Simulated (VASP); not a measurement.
NiO, 2 atoms in the cell. Symmetry: F-43m, No. 216, cubic system. Conventional cell: a = 4.481 Å, b = 4.481 Å, c = 4.481 Å, α = 90.00°, β = 90.00°, γ = 90.00°. Within 2.6 Å of Ni (site symmetry -43m) lie 4 O at 1.94 Å. O (site symmetry -43m) has 4 Ni at 1.94 Å within 2.6 Å. 

```yaml
Program: VASP 6.6.1
Task: single point
Functional: HF
Potentials_or_basis: VASP PAW PBE potentials, release 64 (Ni, O)
Cutoff: 520 eV
k_mesh: 5 × 5 × 5
Occupations: fermi-dirac, width 0.05 eV
Spin: collinear spin, ferromagnetic start
Starting_moments: "[1.0, 0.0] μB"
Dipole_correction: no
Grid_for_exact_exchange_PRECFOCK: Normal
Further_INCAR_settings: ALGO = Normal; EDIFF = 1e-06; NBANDS = 19
Share_of_exact_exchange: 1
```

Potentials or basis: VASP PAW PBE potentials, release 64 (Ni, O).

Launch:

```bash
$ cat potpaw_PBE.64/Ni/POTCAR potpaw_PBE.64/O/POTCAR > POTCAR
$ cp INCAR.step1 INCAR
$ mpirun -np 1 vasp_std > vasp.out
$ cp INCAR.step2 INCAR
$ mpirun -np 1 vasp_std > vasp.out
```

Hardware: 1 thread of Intel(R) Xeon(R) Platinum 8488C (Sapphire Rapids) (shared host).

Task: Estimate the wall time of this run.

Result: Run time: 21 min on 1 thread of Intel(R) Xeon(R) Platinum 8488C (Sapphire Rapids), with other jobs on the host, peak memory 0.15 GiB. Counts: k points 10.
